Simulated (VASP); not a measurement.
# SnSe2 in VASP: single point with PBE+D3(BJ)

Aim: the single point of SnSe2 with PBE+D3(BJ).

Program: VASP 6.6.1. These are calculated values, not measurements. Logs are shortened: lines on timing, memory, paths and dates and some standing lists are left out, and cuts for length are marked.

## 1. The cell of the first run

The cell holds a sheet with vacuum, 3 atoms: a = 3.811 Å, b = 3.811 Å, c = 30.000 Å, α = 90.00°, β = 90.00°, γ = 120.00°.

## 2. Single point, PBE+D3(BJ)

Contents of INCAR:

```
PREC     = Accurate       # precision mode
ENCUT    = 520            # plane-wave cutoff, eV
EDIFF    = 1E-6           # SCF threshold, eV
ISMEAR   = 0              # smearing method
SIGMA    = 0.02           # smearing width, eV
LREAL    = False          # projectors in reciprocal space
LASPH    = True           # aspherical terms in the spheres
NELM     = 60             # most SCF steps
ALGO     = Normal         # electronic algorithm
ISIF     = 2              # what is computed and relaxed
LWAVE    = False          # write WAVECAR
LCHARG   = False          # write CHGCAR
LDIPOL   = True         
IDIPOL   = 3            
DIPOL    = 0.5 0.5 0.352
GGA      = PE             # functional
IVDW     = 12             # dispersion correction
NBANDS   = 20             # bands
```

Contents of KPOINTS:

```
regular mesh
0
Gamma
  12 12 1
```

Contents of POSCAR:

```
SnSe2
1.0
    3.8110000000      0.0000000000      0.0000000000
   -1.9055000000      3.3004228138      0.0000000000
    0.0000000000      0.0000000000     29.9999999966
Se Sn
2 1
Direct
    0.6666666667      0.3333333333      0.2981622157
    0.3333333333      0.6666666667      0.4051711177
    0.0000000000      0.0000000000      0.3516666667
```

Potentials or basis: VASP PAW PBE potentials, release 64 (Se, Sn_d).

The run is started by

```console
$ cat potpaw_PBE.64/Se/POTCAR potpaw_PBE.64/Sn_d/POTCAR > POTCAR
$ mpirun -np 1 vasp_std > vasp.out
```

OUTCAR:

```text
PREC = Accurate
   ENCUT = 520
   EDIFF = 1E-6
   ISMEAR = 0
   LREAL = False
   LASPH = True
   NELM = 60
   ISIF = 2
   GGA = PE
   IVDW = 12
 IVDW          = 12

 ion  position               nearest neighbor table
   1  0.667  0.333  0.298-   3 2.72   3 2.72   3 2.72
   2  0.333  0.667  0.405-   3 2.72   3 2.72   3 2.72
   3  0.000  0.000  0.352-   1 2.72   2 2.72   1 2.72   2 2.72   1 2.72   2 2.72

  LATTYP: Found a hexagonal cell.
 ALAT       =     3.8110000000
 C/A-ratio  =     7.8719496186

  Lattice vectors:

 A1 = (   3.8110000000,   0.0000000000,   0.0000000000)
 A2 = (  -1.9055000000,   3.3004228138,   0.0000000000)
 A3 = (   0.0000000000,   0.0000000000,  29.9999999966)

Analysis of symmetry for initial positions (statically):
=====================================================================
 Subroutine PRICEL returns:
 Original cell was already a primitive cell.

 Routine SETGRP: Setting up the symmetry group for a
 hexagonal supercell.

 Subroutine GETGRP returns: Found 12 space group operations
 (whereof  6 operations were pure point group operations)
 out of a pool of 24 trial point group operations.

The static configuration has the point symmetry C_3v.
 The point group associated with its full space group is D_3d.

Analysis of symmetry for dynamics (positions and initial velocities):
=====================================================================
 Subroutine PRICEL returns:
 Original cell was already a primitive cell.

 Routine SETGRP: Setting up the symmetry group for a
 hexagonal supercell.

 Subroutine GETGRP returns: Found 12 space group operations
 (whereof  6 operations were pure point group operations)
 out of a pool of 24 trial point group operations.

The dynamic configuration has the point symmetry C_3v.
 The point group associated with its full space group is D_3d.

 Subroutine INISYM returns: Found 12 space group operations
 (whereof  6 operations are pure point group operations),
 and found     1 'primitive' translations

----------------------------------------------------------------------------------------

                                     Primitive cell

  volume of cell :     377.3373

  direct lattice vectors                    reciprocal lattice vectors
     3.811000000  0.000000000  0.000000000     0.262398321  0.151495741  0.000000000
    -1.905500000  3.300422814  0.000000000     0.000000000  0.302991482  0.000000000
     0.000000000  0.000000000 29.999999997     0.000000000  0.000000000  0.033333333

  length of vectors
     3.811000000  3.811000000 29.999999997     0.302991482  0.302991482  0.033333333

  position of ions in fractional coordinates (direct lattice)
     0.666666667  0.333333333  0.298162216
     0.333333333  0.666666667  0.405171118
     0.000000000  0.000000000  0.351666667

  ion indices of the primitive-cell ions
   primitive index   ion index
                 1           1
                 2           2
                 3           3

----------------------------------------------------------------------------------------

 KPOINTS: regular mesh

Automatic generation of k-mesh.
 Grid dimensions read from file:
 generate k-points for:   12   12    1

 Generating k-lattice:

  Cartesian coordinates                     Fractional coordinates (reciprocal lattice)
     0.021866527  0.012624645  0.000000000     0.083333333  0.000000000  0.000000000
     0.000000000  0.025249290  0.000000000     0.000000000  0.083333333  0.000000000
     0.000000000  0.000000000  0.033333333     0.000000000  0.000000000  1.000000000

  Length of vectors
     0.025249290  0.025249290  0.033333333

  Shift w.r.t. Gamma in fractional coordinates (k-lattice)
     0.000000000  0.000000000  0.000000000

 Subroutine IBZKPT returns following result:
 ===========================================

 Found     19 irreducible k-points:

 Following reciprocal coordinates:
            Coordinates               Weight
  0.000000  0.000000  0.000000      1.000000
  0.083333  0.000000  0.000000      6.000000
  0.166667  0.000000  0.000000      6.000000
  0.250000  0.000000  0.000000      6.000000
  0.333333  0.000000  0.000000      6.000000
  0.416667  0.000000  0.000000      6.000000
[... 11 lines left out ...]
  0.333333  0.250000  0.000000     12.000000
  0.333333  0.333333  0.000000      2.000000
   k-points           NKPTS =     19   k-points in BZ     NKDIM =     19   number of bands    NBANDS=     20
   number of dos      NEDOS =    301   number of ions     NIONS =      3
   total plane-waves  NPLWV = 175616
   dimension x,y,z NGX =    28 NGY =   28 NGZ =  224
   dimension x,y,z NGXF=    56 NGYF=   56 NGZF=  448
   ions per type =               2   1
   NGX,Y,Z   is equivalent  to a cutoff of  12.21, 12.21, 12.41 a.u.
   NGXF,Y,Z  is equivalent  to a cutoff of  24.43, 24.43, 24.83 a.u.
 SYSTEM =  unknown system
   PREC   = accura    normal or accurate (medium, high low for compatibility)
   ISTART =      0    job   : 0-new  1-cont  2-samecut
   ICHARG =      2    charge: 1-file 2-atom 10-const
   ISPIN  =      1    spin polarized calculation?
   LNONCOLLINEAR =      F non collinear calculations
   LSORBIT =      F    spin-orbit coupling
   LASPH  =      T    aspherical Exc in radial PAW
   ENCUT  =  520.0 eV  38.22 Ry    6.18 a.u.   7.09  7.09 55.78*2*pi/ulx,y,z
   NELM   =     60;   NELMIN=  2; NELMDL= -5     # of ELM steps
   EDIFF  = 0.1E-05   stopping-criterion for ELM
   LREAL  =      F    real-space projection
   EDIFFG = 0.1E-04   stopping-criterion for IOM
   NSW    =      0    number of steps for IOM
   IBRION =     -1    ionic relax: 0-MD 1-quasi-New 2-CG
   NFREE  =      0    steps in history (QN), initial steepest desc. (CG)
   ISIF   =      2    stress and relaxation
   ISYM   =      2    0-nonsym 1-usesym 2-fastsym
   POTIM  = 0.5000    time-step for ionic-motion
   TEBEG  =    0.0;   TEEND  =   0.0 temperature during run
   PSTRESS=    0.0 pullay stress
   NELECT =      26.0000    total number of electrons
   NUPDOWN=      -1.0000    fix difference up-down
   EMIN   =  10.00;   EMAX   =-10.00  energy-range for DOS
   EFERMI =   0.00;   METHOD = LEGACY
   ISMEAR =     0;   SIGMA  =   0.02  broadening in eV -4-tet -1-fermi 0-gaus
   EFERMI_NEDOS =   21; number of points for ismear=-14 and -15
   IALGO  =     38    algorithm
   IMIX   =      4    mixing-type and parameters
     AMIX     =   0.40;   BMIX     =  1.00
     AMIX_MAG =   1.60;   BMIX_MAG =  1.00
  volume/ion in A,a.u.               =     125.78       848.80
  Fermi-wavevector in a.u.,A,eV,Ry     =   0.671155  1.268299  6.128727  0.450449
  Thomas-Fermi vector in A             =   1.746889
   LORBIT       =      0    0 simple, 1 ext, 2 COOP (PROOUT), +10 PAW based schemes
   GGA     = PE    functional components
   LHFCALC =     F    Hartree Fock is set to
   AEXX    =    0.0000 exact exchange contribution
   IVDW    =    12    specifies the selected vdW correction
   LEPSILON=     F    determine dielectric tensor
   LRPA    =     F    only Hartree local field effects (RPA)
 non-spin polarized calculation
 Gauss-broadening in eV      SIGMA  =   0.02
  energy-cutoff  :      520.00
  volume of cell :      377.34
 maximum number of plane-waves:     10198
   NGX = 15   NGY = 15   NGZ =111

 dipolmoment           0.000000      0.000000     -0.000001 electrons x Angstroem

 number of electron      26.0000001 magnetization

 dipolmoment           0.000000      0.000000      0.000002 electrons x Angstroem

 Free energy of the ion-electron system (eV)
  ---------------------------------------------------
  ext. energy  EPLUGINS =         0.00000000
  ---------------------------------------------------
  free energy    TOTEN  =       -11.84884944 eV

  energy without entropy =      -11.84884944  energy(sigma->0) =      -11.84884944

 E-fermi :  -3.7282     XC(G=0):  -2.3122

 val. band max:       -3.8817076257   @ k =   0.0833   0.0000   0.0000
 cond. band min:      -3.1244652623   @ k =   0.5000   0.0000   0.0000
 fundamental gap:      0.7572423634
 Fermi energy:        -3.7282018781

 k-point     1 :       0.0000    0.0000    0.0000
  band No.  band energies     occupation
      1     -25.0632      2.00000
      2     -25.0632      2.00000
      3     -25.0217      2.00000
      4     -25.0123      2.00000
      5     -25.0123      2.00000
      6     -17.4374      2.00000
[... 12 lines left out ...]
     19       1.6886      0.00000
     20       2.1348      0.00000

 k-point     2 :       0.0833    0.0000    0.0000
  band No.  band energies     occupation
      1     -25.0656      2.00000
      2     -25.0603      2.00000
      3     -25.0198      2.00000
      4     -25.0143      2.00000
      5     -25.0123      2.00000
      6     -17.3703      2.00000
[... 12 lines left out ...]
     19       1.8568      0.00000
     20       2.2440      0.00000

 k-point     3 :       0.1667    0.0000    0.0000
  band No.  band energies     occupation
      1     -25.0732      2.00000
      2     -25.0531      2.00000
      3     -25.0202      2.00000
      4     -25.0135      2.00000
      5     -25.0118      2.00000
      6     -17.1738      2.00000
[... 12 lines left out ...]
     19       2.2561      0.00000
     20       2.5551      0.00000

 k-point     4 :       0.2500    0.0000    0.0000
  band No.  band energies     occupation
      1     -25.0849      2.00000
      2     -25.0449      2.00000
      3     -25.0265      2.00000
      4     -25.0094      2.00000
      5     -25.0053      2.00000
      6     -16.8651      2.00000
[... 314 lines left out ...]
 k-point    18 :       0.3333    0.2500    0.0000
  band No.  band energies     occupation
      1     -25.0872      2.00000
      2     -25.0605      2.00000
      3     -25.0230      2.00000
      4     -25.0088      2.00000
      5     -24.9900      2.00000
      6     -15.7186      2.00000
[... 12 lines left out ...]
     19       4.5767      0.00000
     20       4.6933      0.00000

 k-point    19 :       0.3333    0.3333    0.0000
  band No.  band energies     occupation
      1     -25.0742      2.00000
      2     -25.0742      2.00000
      3     -25.0151      2.00000
      4     -25.0151      2.00000
      5     -24.9908      2.00000
      6     -15.5384      2.00000
[... 12 lines left out ...]
     19       4.8579      0.00000
     20       4.8594      0.00000

------------------------ aborting loop because EDIFF is reached ----------------------------------------

 vacuum level on the upper side and lower side of the slab       (xc-potential included)        -0.006        -0.006

 Edisp (eV)   -0.76227

 E8    (eV) :    -0.3558

  FORCE on cell =-STRESS in cart. coord.  units (eV):
  Direction    XX          YY          ZZ          XY          YZ          ZX
  --------------------------------------------------------------------------------------
  -------------------------------------------------------------------------------------
  Total       0.23934     0.23934     0.02437     0.00000    -0.00000     0.00000
  in kB       1.01622     1.01622     0.10345     0.00000    -0.00000     0.00000
  external pressure =        0.71 kB  Pullay stress =        0.00 kB

 VOLUME and BASIS-vectors are now :
 -----------------------------------------------------------------------------
  energy-cutoff  :      520.00
  volume of cell :      377.34
      direct lattice vectors                 reciprocal lattice vectors
     3.811000000  0.000000000  0.000000000     0.262398321  0.151495741  0.000000000
    -1.905500000  3.300422814  0.000000000     0.000000000  0.302991482  0.000000000
     0.000000000  0.000000000 29.999999997     0.000000000  0.000000000  0.033333333

 POSITION                                       TOTAL-FORCE (eV/Angst)
 -----------------------------------------------------------------------------------
      1.90550      1.10014      8.94487         0.000000      0.000000     -0.011580
     -0.00000      2.20028     12.15513         0.000000      0.000000      0.011580
      0.00000      0.00000     10.55000         0.000000      0.000000     -0.000000
 -----------------------------------------------------------------------------------
    total drift:                               -0.000000     -0.000000      0.000031

  FREE ENERGIE OF THE ION-ELECTRON SYSTEM (eV)
  ---------------------------------------------------
  free  energy   TOTEN  =       -12.6111183310 eV

  energy  without entropy=      -12.6111183310  energy(sigma->0) =      -12.61111833

 vacuum level on the upper side and lower side of the slab         2.048         2.048
```

Wall time 3 min (1 thread of Intel Xeon Platinum 8259CL at 2.50GHz (Skylake/Cascade Lake), shared host); peak memory 0.5 GiB.

What came out:

| Item | Value |
| --- | --- |
| Free energy | -12.6111 eV |
| Largest force | 0.012 eV/Å |
| Band gap on the k mesh | 0.76 eV, indirect (least direct gap 1.11 eV) |
| Dispersion energy per atom | -0.254 eV |

Forces on the atoms (eV/Å):
```
Se   0.000  0.000 -0.012
Se   0.000  0.000  0.012
Sn   0.000  0.000  0.000
```

Levels at points of the mesh, in eV from the valence-band top:
| k point | band 10 | band 11 | band 12 | band 13 | band 14 | band 15 | band 16 | band 17 |
| --- | --- | --- | --- | --- | --- | --- | --- | --- |
| (0.00, 0.00, 0.00) | -0.45 | -0.45 | -0.06 | -0.06 | 1.62 | 3.15 | 4.64 | 4.64 |
| (0.50, 0.00, 0.00) | -2.38 | -2.20 | -0.80 | -0.36 | 0.76 | 4.07 | 5.28 | 5.57 |

Caveat: spin-orbit coupling is left out, which moves the levels of the heavy elements.
